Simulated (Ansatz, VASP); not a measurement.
## Zn3PbO: VASP beside Ansatz

```
Zn Pb O
1.0
     4.38780    0.00000    0.00000
     0.00000    4.38780    0.00000
     0.00000    0.00000    4.38780
Zn Pb O
3 1 1
Direct
  0.00000 0.50000 0.50000
  0.50000 0.00000 0.50000
  0.50000 0.50000 0.00000
  0.00000 0.00000 0.00000
  0.50000 0.50000 0.50000
```

Alike in both runs: task single point; functional PBE; k mesh 8 × 8 × 8; occupations fermi-dirac, width 0.15 eV; no spin polarisation.

|  | VASP | Ansatz |
| --- | --- | --- |
| version | VASP 6.6.1 | Ansatz 0.2.0 |
| potentials or method | VASP PAW PBE potentials, release 64 (Zn, Pb_d, O), cutoff 520 eV | scalar-relativistic, plane waves, PAW |
| valence electrons in the cell | 56 | 56 |

|  | VASP | Ansatz | Ansatz less VASP |
| --- | --- | --- | --- |
| gap on the k mesh at the Fermi level (eV) | none | none | - |
| pressure (GPa) | 1.6 | 1.4 | -0.22 |

A gap of «none» marks a metal or a gap that the smearing closes.

Neither program's run includes spin-orbit coupling.
